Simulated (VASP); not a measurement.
A run of VASP 6.6.1 is set up as follows.

The input INCAR:

```
SYSTEM = MnF2
PREC = Accurate
ENCUT = 520
EDIFF = 1E-6
ISMEAR = 0
SIGMA = 0.05
LREAL = .FALSE.
LASPH = .TRUE.
NELM = 150
ALGO = Normal
ISIF = 2
LWAVE = .FALSE.
LCHARG = .FALSE.
ISPIN = 2
MAGMOM = 4 0 0
LORBIT = 11
NUPDOWN = 4.0
LMAXMIX = 4
LDAU = .TRUE.
LDAUTYPE = 2
LDAUL = 2 -1
LDAUU = 6 0
LDAUJ = 0 0
LDAUPRINT = 1
NBANDS = 24
```

The input KPOINTS:

```
Automatic mesh
0
G
  7 7 4
  0 0 0
```

File POSCAR:

```
MnF2
1.0
    3.0792500000      0.0000000000      0.0000000000
   -1.5396250000      2.6667087300      0.0000000000
    0.0000000000      0.0000000000      4.9674693400
Mn F
1 2
Direct
    0.0000000000      0.0000000000      0.0000000000
    0.3333333333      0.6666666667      0.2520000000
    0.6666666667      0.3333333333      0.7480000000
```

Potentials or basis: VASP PAW LDA potentials, release 64 (Mn_pv, F).

Run with:

```sh
$ cat potpaw_LDA.64/Mn_pv/POTCAR potpaw_LDA.64/F/POTCAR > POTCAR
$ mpirun -np 1 vasp_std > vasp.out
```

(1) What does it give for the pressure?

(2) Predict the largest force.

Results:

(1) -11.1 GPa.

(2) 1.460 eV/Å.

Caveat: the total moment is fixed, so each spin has its own Fermi level; a cell with one magnetic atom can't hold antiferromagnetic order, which such compounds often take; forces of over 1 eV/Å act on the atoms, so gaps and moduli don't describe the material at rest.
